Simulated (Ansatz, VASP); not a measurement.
Two plane-wave programs on AlP

```
Al P
1.0
     0.00000    2.69750    2.69750
     2.69750    0.00000    2.69750
     2.69750    2.69750    0.00000
Al P
1 1
Direct
  0.00000 0.00000 0.00000
  0.25000 0.25000 0.25000
```

Alike in both runs: task single point; functional PBE; k mesh 8 × 8 × 8; no spin polarisation.

|  | VASP | Ansatz |
| --- | --- | --- |
| version | VASP 6.6.1 | Ansatz 0.2.0 |
| potentials or method | VASP PAW PBE potentials, release 64 (Al, P), cutoff 500 eV | PAW plane waves |
| occupations | fermi-dirac, width 0.1 eV | fermi-dirac |
| valence electrons in the cell | 8 | 8 |

|  | VASP | Ansatz | Ansatz less VASP |
| --- | --- | --- | --- |
| pressure (GPa) | 5.7 | 5.8 | +0.11 |
